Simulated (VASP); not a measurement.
The system is Be2C.

```
C Be
1.0
     0.00000    2.12080    2.12080
     2.12080    0.00000    2.12080
     2.12080    2.12080    0.00000
C Be
1 2
Direct
  0.00000 0.00000 0.00000
  0.75000 0.75000 0.75000
  0.25000 0.25000 0.25000
```

This cell differs from its parent crystal: volume scaled by 0.94.

Base run:

```yaml
Program: VASP 6.6.1
Functional: PBE
Potentials_or_basis: VASP PAW PBE potentials, release 64 (C, Be)
Cutoff: 600 eV
k_mesh: 11 × 11 × 11
Occupations: fermi-dirac, width 0.05 eV
Spin: no spin polarisation
```

Its results: band gap on the k mesh 1.28 eV, indirect (least direct gap 4.24 eV); pressure 13.9 GPa.

The run is repeated on the same cell with these changes: functional from PBE to LDA; potentials or basis from VASP PAW PBE potentials, release 64 (C, Be) to VASP PAW LDA potentials, release 64 (C, Be). What comes out?

Band gap on the k mesh 1.30 eV, indirect (least direct gap 4.14 eV); pressure 4.7 GPa.

A k mesh can miss the band edges.
